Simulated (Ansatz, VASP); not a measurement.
One calculation of SnSe2, two programs

```xyz
3
Lattice="1.9123 1.1041 6.3351 -1.9123 1.1041 6.3351 0.0000 -2.2081 6.3351" Properties=species:S:1:pos:R:3 pbc="T T T"
Sn    0.0000    0.0000    0.0000
Se    0.0000    0.0000    4.7619
Se    0.0000    0.0000   14.2434
```

Alike in both runs: task single point; functional LDA; k mesh 8 × 8 × 8; no spin polarisation.

```csv
,VASP,Ansatz
version,VASP 6.6.1,Ansatz 0.2.0
potentials or method,"VASP PAW LDA potentials, release 64 (Sn_d, Se)","plane waves, PAW"
plane-wave cutoff (eV),520,420
occupations,"gaussian, width 0.01 eV",fixed
valence electrons in the cell,26,46
```

```csv
,VASP,Ansatz,Ansatz less VASP
gap on the k mesh at the Fermi level (eV),0.17,0.16,-0.011
pressure (GPa),-1.4,-1.5,-0.14
"traceless stress, the component that is largest in VASP (GPa)",0.27,0.27,+0.004
rms of the force components (eV/Å),0.019,0.031,+0.0116
```

LDA's correlation is that of Perdew and Zunger in VASP and of Perdew and Wang (1992) in Ansatz. Atom by atom the forces differ by 0.012 eV/Å (rms over components). VASP's potentials hold 26 valence electrons a cell and Ansatz's 46, so a difference there can come from the potentials and not from the codes.
